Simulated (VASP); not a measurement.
# Bi2Se3 (R-3m) in VASP: notebook

The runs below take Bi2Se3 through single point, with BLYP, PBEsol, LDA, RPBE.

Everything below comes from runs of VASP 6.6.1. Logs are shortened: lines on timing, memory, paths and dates and some standing lists are left out, and cuts for length are marked.

## 1. The cell of the first run

The structure is trigonal, space group R-3m (No. 166). The conventional cell has a = 4.143 Å, b = 4.143 Å, c = 28.636 Å, α = 90.00°, β = 90.00°, γ = 120.00°. Bi (site symmetry 3m) has 6 Se at 2.85 to 3.07 Å within 3.8 Å. Se (site symmetry -3m) has 6 Bi at 3.07 Å and 12 Se at 4.14 to 4.23 Å within 4.3 Å. Se (site symmetry 3m) has 3 Bi at 2.85 Å and 3 Se at 3.52 Å within 3.8 Å.

## 2. Single point, BLYP

INCAR

```
SYSTEM = Bi2Se3
PREC     = Accurate       ! precision mode
ENCUT    = 520            ! plane-wave cutoff, eV
EDIFF    = 1E-6           ! SCF threshold, eV
ISMEAR   = 0              ! smearing method
SIGMA    = 0.01           ! smearing width, eV
LREAL    = .False.        ! projectors in reciprocal space
LASPH    = .True.         ! aspherical terms in the spheres
NELM     = 80             ! most SCF steps
ALGO     = Normal         ! electronic algorithm
ISIF     = 2              ! what is computed and relaxed
LWAVE    = .False.        ! write WAVECAR
LCHARG   = .False.        ! write CHGCAR
GGA      = B5             ! functional
ALDAX    = 1.0          
AGGAX    = 1.0          
AGGAC    = 1.0          
ALDAC    = 0.0          
NBANDS   = 32             ! bands
```

KPOINTS

```
regular mesh
0
Gamma
  6 6 6
  0 0 0
```

POSCAR

```
Bi2Se3
1.0
    2.0715000000      1.1959800000      9.5453300000
   -2.0715000000      1.1959800000      9.5453300000
    0.0000000000     -2.3919600000      9.5453300000
Bi Se
2 3
Direct
    0.4008000000      0.4008000000      0.4008000000
    0.5992000000      0.5992000000      0.5992000000
    0.0000000000      0.0000000000      0.0000000000
    0.2117000000      0.2117000000      0.2117000000
    0.7883000000      0.7883000000      0.7883000000
```

Potentials or basis: VASP PAW PBE potentials, release 64 (Bi_d, Se).

Command:

```bash
$ cat potpaw_PBE.64/Bi_d/POTCAR potpaw_PBE.64/Se/POTCAR > POTCAR
$ mpirun -np 1 vasp_std > vasp.out
```

OUTCAR:

```text
SYSTEM = Bi2Se3
   PREC = Accurate
   ENCUT = 520
   EDIFF = 1E-6
   ISMEAR = 0
   LREAL = .False.
   LASPH = .True.
   NELM = 80
   ISIF = 2
   GGA = B5

 ion  position               nearest neighbor table
   1  0.401  0.401  0.401-   5 2.85   5 2.85   5 2.85   3 3.07   3 3.07   3 3.07
   2  0.599  0.599  0.599-   4 2.85   4 2.85   4 2.85   3 3.07   3 3.07   3 3.07
   3  0.000  0.000  0.000-   2 3.07   1 3.07   2 3.07   2 3.07   1 3.07   1 3.07
   4  0.212  0.212  0.212-   2 2.85   2 2.85   2 2.85
   5  0.788  0.788  0.788-   1 2.85   1 2.85   1 2.85

  LATTYP: Found a trigonal (rhomboedric) cell.
 ALAT       =     9.8404677338
 COS(alpha) =     0.9113725227

  Lattice vectors:

 A1 = (   2.0715000000,   1.1959800000,   9.5453300000)
 A2 = (  -2.0715000000,   1.1959800000,   9.5453300000)
 A3 = (   0.0000000000,  -2.3919600000,   9.5453300000)

Analysis of symmetry for initial positions (statically):
=====================================================================
 Subroutine PRICEL returns:
 Original cell was already a primitive cell.

 Routine SETGRP: Setting up the symmetry group for a
 trigonal (rhombohedral) supercell.

 Subroutine GETGRP returns: Found 12 space group operations
 (whereof 12 operations were pure point group operations)
 out of a pool of 12 trial point group operations.

The static configuration has the point symmetry D_3d.

Analysis of symmetry for dynamics (positions and initial velocities):
=====================================================================
 Subroutine PRICEL returns:
 Original cell was already a primitive cell.

 Routine SETGRP: Setting up the symmetry group for a
 trigonal (rhombohedral) supercell.

 Subroutine GETGRP returns: Found 12 space group operations
 (whereof 12 operations were pure point group operations)
 out of a pool of 12 trial point group operations.

The dynamic configuration has the point symmetry D_3d.

 Subroutine INISYM returns: Found 12 space group operations
 (whereof 12 operations are pure point group operations),
 and found     1 'primitive' translations

----------------------------------------------------------------------------------------

                                     Primitive cell

  volume of cell :     141.8898

  direct lattice vectors                    reciprocal lattice vectors
     2.071500000  1.195980000  9.545330000     0.241370987  0.139355731  0.034921091
    -2.071500000  1.195980000  9.545330000    -0.241370987  0.139355731  0.034921091
     0.000000000 -2.391960000  9.545330000     0.000000000 -0.278711461  0.034921091

  length of vectors
     9.840467734  9.840467734  9.840467339     0.280890469  0.280890469  0.280890657

  position of ions in fractional coordinates (direct lattice)
     0.400800000  0.400800000  0.400800000
     0.599200000  0.599200000  0.599200000
     0.000000000  0.000000000  0.000000000
     0.211700000  0.211700000  0.211700000
     0.788300000  0.788300000  0.788300000

  ion indices of the primitive-cell ions
   primitive index   ion index
                 1           1
                 2           2
                 3           3
                 4           4
                 5           5

----------------------------------------------------------------------------------------

 KPOINTS: regular mesh

Automatic generation of k-mesh.
 Grid dimensions read from file:
 generate k-points for:    6    6    6

 Generating k-lattice:

  Cartesian coordinates                     Fractional coordinates (reciprocal lattice)
     0.040228498  0.023225955  0.005820182     0.166666667  0.000000000 -0.000000000
    -0.040228498  0.023225955  0.005820182     0.000000000  0.166666667 -0.000000000
     0.000000000 -0.046451910  0.005820182    -0.000000000 -0.000000000  0.166666667

  Length of vectors
     0.046815078  0.046815078  0.046815109

  Shift w.r.t. Gamma in fractional coordinates (k-lattice)
     0.000000000  0.000000000  0.000000000

 Subroutine IBZKPT returns following result:
 ===========================================

 Found     32 irreducible k-points:

 Following reciprocal coordinates:
            Coordinates               Weight
  0.000000  0.000000  0.000000      1.000000
  0.166667  0.000000  0.000000      6.000000
  0.333333  0.000000  0.000000      6.000000
  0.500000  0.000000  0.000000      3.000000
  0.166667  0.166667  0.000000      6.000000
  0.333333  0.166667  0.000000     12.000000
[... 16 lines left out ...]
  0.500000  0.500000  0.166667      6.000000
 -0.333333  0.500000  0.166667     12.000000
 [... further k-points ...]
   k-points           NKPTS =     32   k-points in BZ     NKDIM =     32   number of bands    NBANDS=     32
   number of dos      NEDOS =    301   number of ions     NIONS =      5
   total plane-waves  NPLWV = 512000
   dimension x,y,z NGX =    80 NGY =   80 NGZ =   80
   dimension x,y,z NGXF=   160 NGYF=  160 NGZF=  160
   ions per type =               2   3
   NGX,Y,Z   is equivalent  to a cutoff of  13.52, 13.52, 13.52 a.u.
   NGXF,Y,Z  is equivalent  to a cutoff of  27.03, 27.03, 27.03 a.u.
 SYSTEM =  Bi2Se3
   PREC   = accura    normal or accurate (medium, high low for compatibility)
   ISTART =      0    job   : 0-new  1-cont  2-samecut
   ICHARG =      2    charge: 1-file 2-atom 10-const
   ISPIN  =      1    spin polarized calculation?
   LNONCOLLINEAR =      F non collinear calculations
   LSORBIT =      F    spin-orbit coupling
   LASPH  =      T    aspherical Exc in radial PAW
   ENCUT  =  520.0 eV  38.22 Ry    6.18 a.u.  18.30 18.30 18.30*2*pi/ulx,y,z
   NELM   =     80;   NELMIN=  2; NELMDL= -5     # of ELM steps
   EDIFF  = 0.1E-05   stopping-criterion for ELM
   LREAL  =      F    real-space projection
   EDIFFG = 0.1E-04   stopping-criterion for IOM
   NSW    =      0    number of steps for IOM
   IBRION =     -1    ionic relax: 0-MD 1-quasi-New 2-CG
   NFREE  =      0    steps in history (QN), initial steepest desc. (CG)
   ISIF   =      2    stress and relaxation
   ISYM   =      2    0-nonsym 1-usesym 2-fastsym
   POTIM  = 0.5000    time-step for ionic-motion
   TEBEG  =    0.0;   TEEND  =   0.0 temperature during run
   PSTRESS=    0.0 pullay stress
   NELECT =      48.0000    total number of electrons
   NUPDOWN=      -1.0000    fix difference up-down
   EMIN   =  10.00;   EMAX   =-10.00  energy-range for DOS
   EFERMI =   0.00;   METHOD = LEGACY
   ISMEAR =     0;   SIGMA  =   0.01  broadening in eV -4-tet -1-fermi 0-gaus
   EFERMI_NEDOS =   21; number of points for ismear=-14 and -15
   IALGO  =     38    algorithm
   IMIX   =      4    mixing-type and parameters
     AMIX     =   0.40;   BMIX     =  1.00
     AMIX_MAG =   1.60;   BMIX_MAG =  1.00
  volume/ion in A,a.u.               =      28.38       191.50
  Fermi-wavevector in a.u.,A,eV,Ry     =   1.140700  2.155611 17.703863  1.301197
  Thomas-Fermi vector in A             =   2.277402
   LORBIT       =      0    0 simple, 1 ext, 2 COOP (PROOUT), +10 PAW based schemes
   GGA     = B5    functional components
   LHFCALC =     F    Hartree Fock is set to
   AEXX    =    0.0000 exact exchange contribution
   IVDW    =     0    specifies the selected vdW correction
   LEPSILON=     F    determine dielectric tensor
   LRPA    =     F    only Hartree local field effects (RPA)
 non-spin polarized calculation
 Gauss-broadening in eV      SIGMA  =   0.01
  energy-cutoff  :      520.00
  volume of cell :      141.89
 maximum number of plane-waves:      3848
 NGX is ok and might be reduce to    80
   NGX = 37   NGY = 37   NGZ = 37

 number of electron      47.9999997 magnetization

 Free energy of the ion-electron system (eV)
  ---------------------------------------------------
  ext. energy  EPLUGINS =         0.00000000
  ---------------------------------------------------
  free energy    TOTEN  =       -17.10291049 eV

  energy without entropy =      -17.10291049  energy(sigma->0) =      -17.10291049

 E-fermi :   5.4620     XC(G=0):  -8.9101

 val. band max:        5.4087211083   @ k =   0.0000   0.0000   0.0000
 cond. band min:       5.6750615408   @ k =   0.0000   0.0000   0.0000
 fundamental gap:      0.2663404325
 Fermi energy:         5.4620421514

 k-point     1 :       0.0000    0.0000    0.0000
  band No.  band energies     occupation
      1     -17.7012      2.00000
      2     -17.7012      2.00000
      3     -17.6992      2.00000
      4     -17.6992      2.00000
      5     -17.6846      2.00000
      6     -17.6820      2.00000
[... 24 lines left out ...]
     31      11.4818      0.00000
     32      12.6054      0.00000

 k-point     2 :       0.1667    0.0000    0.0000
  band No.  band energies     occupation
      1     -17.7055      2.00000
      2     -17.7027      2.00000
      3     -17.6955      2.00000
      4     -17.6936      2.00000
      5     -17.6818      2.00000
      6     -17.6791      2.00000
[... 24 lines left out ...]
     31      10.7796      0.00000
     32      11.6674      0.00000

 k-point     3 :       0.3333    0.0000    0.0000
  band No.  band energies     occupation
      1     -17.7160      2.00000
      2     -17.7115      2.00000
      3     -17.6885      2.00000
      4     -17.6866      2.00000
      5     -17.6856      2.00000
      6     -17.6823      2.00000
[... 24 lines left out ...]
     31       9.9667      0.00000
     32      12.0773      0.00000

 k-point     4 :       0.5000    0.0000    0.0000
  band No.  band energies     occupation
      1     -17.7218      2.00000
      2     -17.7163      2.00000
      3     -17.6892      2.00000
      4     -17.6878      2.00000
      5     -17.6847      2.00000
      6     -17.6837      2.00000
[... 654 lines left out ...]
     31      10.2624      0.00000
     32      12.5003      0.00000

 k-point    23 :       0.5000    0.5000    0.1667
  band No.  band energies     occupation
      1     -17.7159      2.00000
      2     -17.7116      2.00000
      3     -17.6885      2.00000
      4     -17.6866      2.00000
      5     -17.6856      2.00000
      6     -17.6824      2.00000
[... 24 lines left out ...]
     31      10.0453      0.00000
     32      11.8771      0.00000

 k-point    24 :      -0.3333    0.5000    0.1667
  band No.  band energies     occupation
      1     -17.7149      2.00000
      2     -17.7109      2.00000
      3     -17.6925      2.00000
      4     -17.6877      2.00000
      5     -17.6848      2.00000
      6     -17.6814      2.00000
[... 24 lines left out ...]
     31      10.3451      0.00000
     32      12.1031      0.00000

 [... further k-points ...]
[... 5 lines left out ...]
  --------------------------------------------------------------------------------------
  -------------------------------------------------------------------------------------
  Total        5.8754069      5.8753962      5.5728429      0.0000000      0.0000000      0.0000000
  in kB       66.3433622     66.3432421     62.9268990      0.0000000      0.0000000      0.0000000
  external PRESSURE =      65.2045011 kB  Pullay stress =       0.0000000 kB

 VOLUME and BASIS-vectors are now :
 -----------------------------------------------------------------------------
  energy-cutoff  :      520.00
  volume of cell :      141.89
      direct lattice vectors                 reciprocal lattice vectors
     2.071500000  1.195980000  9.545330000     0.241370987  0.139355731  0.034921091
    -2.071500000  1.195980000  9.545330000    -0.241370987  0.139355731  0.034921091
     0.000000000 -2.391960000  9.545330000     0.000000000 -0.278711461  0.034921091

 POSITION                                       TOTAL-FORCE (eV/Angst)
 -----------------------------------------------------------------------------------
      0.00000      0.00000     11.47730         0.000000      0.000000     -0.168321
      0.00000      0.00000     17.15869         0.000000     -0.000000      0.168321
      0.00000      0.00000      0.00000         0.000000      0.000000      0.000000
      0.00000      0.00000      6.06224         0.000000     -0.000000     -0.359968
      0.00000      0.00000     22.57375         0.000000      0.000000      0.359968
 -----------------------------------------------------------------------------------
    total drift:                                0.000000      0.000000     -0.000000

  FREE ENERGIE OF THE ION-ELECTRON SYSTEM (eV)
  ---------------------------------------------------
  free  energy   TOTEN  =       -17.1029104907 eV

  energy  without entropy=      -17.1029104907  energy(sigma->0) =      -17.10291049
```

It took 23 min on 1 thread of AMD EPYC 7R43 (Zen 3), shared host; peak memory 0.87 GiB.

What came out:

```
Free energy            : -17.1029 eV
Pressure               : 6.5 GPa
Largest force          : 0.360 eV/Å
Band gap on the k mesh : 0.27 eV
```

Forces in eV/Å, atoms in the order of the input:
```
Bi   0.000  0.000 -0.168
Bi   0.000  0.000  0.168
Se   0.000  0.000  0.000
Se   0.000  0.000 -0.360
Se   0.000  0.000  0.360
```

Stress tensor (GPa, compression positive):
```
6.63 0.00 0.00
0.00 6.63 0.00
0.00 0.00 6.29
```

Caveat: the cell stands under pressure; the PAW data sets were made with another functional, which shifts forces and pressure a little; spin-orbit coupling is left out, which moves the levels of the heavy elements. A k mesh can miss the band edges.

## 3. Single point, PBEsol

INCAR

```
SYSTEM = Bi2Se3
  ALGO = Normal
  EDIFF = 1E-6
  ENCUT = 520
  GGA = PS
  ISIF = 2
  ISMEAR = 0
  LASPH = .True.
  LCHARG = .False.
  LREAL = .False.
  LWAVE = .False.
  NBANDS = 32
  NELM = 100
  PREC = Accurate
  SIGMA = 0.01
```

KPOINTS

```
k-points
0
Gamma
  6 6 6
  0 0 0
```

POSCAR is that of step 2.

Potentials or basis: VASP PAW PBE potentials, release 64 (Bi_d, Se).

Command:

```bash
$ cat potpaw_PBE.64/Bi_d/POTCAR potpaw_PBE.64/Se/POTCAR > POTCAR
$ mpirun -np 1 vasp_std > vasp.out
```

Run time: 16 min. Hardware: 1 thread of AMD EPYC 7R43 (Zen 3), shared host; peak memory 0.89 GiB.

The run converged. Its results:

```yaml
Free_energy: -22.0496 eV
Pressure: -0.3 GPa
Largest_force: 0.191 eV/Å
Band_gap_on_the_k_mesh: 0.14 eV
```

Forces on the atoms (eV/Å):
```
Bi   0.000  0.000 -0.191
Bi   0.000  0.000  0.191
Se   0.000  0.000  0.000
Se   0.000  0.000 -0.097
Se   0.000  0.000  0.097
```

Levels at points of the mesh, in eV from the valence-band top:
```
           k point  band 21  band 22  band 23  band 24  band 25  band 26  band 27  band 28
(0.00, 0.00, 0.00)    -1.87    -1.20    -1.20     0.00     0.14     1.36     1.36     2.08
(0.50, 0.00, 0.00)    -3.02    -2.17    -1.22    -0.56     0.78     1.90     2.90     3.13
(0.50, 0.50, 0.00)    -1.91    -1.90    -1.63    -1.01     1.29     1.91     2.58     2.95
(0.50, 0.50, 0.50)    -1.58    -1.37    -1.37    -0.47     0.58     1.68     1.68     2.01
```

Caveat: the PAW data sets were made with another functional, which shifts forces and pressure a little; spin-orbit coupling is left out, which moves the levels of the heavy elements. A k mesh can miss the band edges.

## 4. Single point, LDA

INCAR

```
PREC = Accurate
ENCUT = 520
EDIFF = 1E-6
ISMEAR = 0
SIGMA = 0.01
LREAL = False
LASPH = True
NELM = 100
ALGO = Normal
ISIF = 2
LWAVE = False
LCHARG = False
GGA = CA
NBANDS = 32
```

KPOINTS

```
regular mesh
0
Gamma
  6 6 6
```

POSCAR is that of step 3.

Potentials or basis: VASP PAW LDA potentials, release 64 (Bi_d, Se).

Command:

```bash
$ cat potpaw_LDA.64/Bi_d/POTCAR potpaw_LDA.64/Se/POTCAR > POTCAR
$ mpirun -np 1 vasp_std > vasp.out
```

Wall time 20 min (1 thread of AMD EPYC 7R43 (Zen 3), shared host); peak memory 0.69 GiB.

The run converged. Its results:

- Free energy: -23.3988 eV
- Pressure: -1.7 GPa
- Largest force: 0.162 eV/Å
- Band gap on the k mesh: 0.10 eV

Forces on the atoms (eV/Å):
```
Bi   0.000  0.000 -0.162
Bi   0.000  0.000  0.162
Se   0.000  0.000  0.000
Se   0.000  0.000 -0.038
Se   0.000  0.000  0.038
```

Stress tensor (GPa, compression positive):
```
-1.65  0.00  0.00
 0.00 -1.65  0.00
 0.00  0.00 -1.75
```

Levels at points of the mesh, in eV from the valence-band top:
```csv
k point,band 22,band 23,band 24,band 25,band 26,band 27
"(0.00, 0.00, 0.00)",-1.19,-1.19,0.00,0.10,1.33,1.33
"(0.50, 0.00, 0.00)",-2.16,-1.22,-0.56,0.73,1.86,2.87
"(0.50, 0.50, 0.00)",-1.90,-1.63,-1.00,1.25,1.88,2.54
"(0.50, 0.50, 0.50)",-1.36,-1.36,-0.49,0.55,1.64,1.64
```

Caveat: spin-orbit coupling is left out, which moves the levels of the heavy elements.

## 5. Single point, RPBE

INCAR

```
SYSTEM = Bi2Se3
ALGO = Normal ; EDIFF = 1E-6
ENCUT = 520 ; GGA = RP
ISIF = 2 ; ISMEAR = 0
LASPH = .True. ; LCHARG = .True.
LELF = .True. ; LREAL = .False.
LVHAR = .True. ; LWAVE = .False.
NBANDS = 32 ; NELM = 80
PREC = Accurate ; SIGMA = 0.01
```

KPOINTS

```
k-points
0
Gamma
  6 6 6
  0 0 0
```

POSCAR is that of step 4.

Potentials or basis: VASP PAW PBE potentials, release 64 (Bi_d, Se).

Command:

```bash
$ cat potpaw_PBE.64/Bi_d/POTCAR potpaw_PBE.64/Se/POTCAR > POTCAR
$ mpirun -np 1 vasp_std > vasp.out
```

Run time: 29 min. Hardware: 1 thread of AMD EPYC 7R43 (Zen 3), shared host; peak memory 0.89 GiB.

The run converged. Its results:

- Free energy: -18.3688 eV
- Pressure: 4.2 GPa
- Largest force: 0.191 eV/Å
- Band gap on the k mesh: 0.29 eV

Forces on the atoms (eV/Å):
```
Bi   0.000  0.000 -0.191
Bi   0.000  0.000  0.191
Se   0.000  0.000  0.000
Se   0.000  0.000 -0.184
Se   0.000  0.000  0.184
```

Stress tensor (GPa, compression positive):
```
4.17 0.00 0.00
0.00 4.17 0.00
0.00 0.00 4.32
```

Levels at points of the mesh, in eV from the valence-band top:
```
           k point  band 21  band 22  band 23  band 24  band 25  band 26  band 27  band 28
(0.00, 0.00, 0.00)    -1.88    -1.22    -1.22     0.00     0.29     1.43     1.43     2.18
(0.50, 0.00, 0.00)    -2.97    -2.13    -1.25    -0.55     0.90     1.96     3.03     3.17
(0.50, 0.50, 0.00)    -1.87    -1.87    -1.65    -1.00     1.40     1.99     2.61     3.04
(0.50, 0.50, 0.50)    -1.51    -1.39    -1.39    -0.42     0.67     1.73     1.73     2.12
```

Caveat: the cell stands under pressure; the PAW data sets were made with another functional, which shifts forces and pressure a little; spin-orbit coupling is left out, which moves the levels of the heavy elements.

## 6. The runs side by side

| level | potentials or basis | gap on the mesh (eV) | pressure (GPa) | largest force (eV/Å) |
| --- | --- | --- | --- | --- |
| BLYP | VASP PAW PBE potentials, release 64 (Bi_d, Se) | 0.27 | 6.5 | 0.36 |
| PBEsol | VASP PAW PBE potentials, release 64 (Bi_d, Se) | 0.14 | -0.3 | 0.19 |
| LDA | VASP PAW LDA potentials, release 64 (Bi_d, Se) | 0.10 | -1.7 | 0.16 |
| RPBE | VASP PAW PBE potentials, release 64 (Bi_d, Se) | 0.29 | 4.2 | 0.19 |

Alike in all rows: task single point; no spin polarisation; cell as given; k mesh 6 × 6 × 6; cutoff (eV) 520; smearing gaussian 0.01 eV.

Caveats: spin-orbit coupling is left out, which moves the levels of the heavy elements; the PAW data sets were made with another functional, which shifts forces and pressure a little (at least some runs); the cell stands under pressure (at least some runs).

Absolute energies hang on the potentials; compare differences alone.
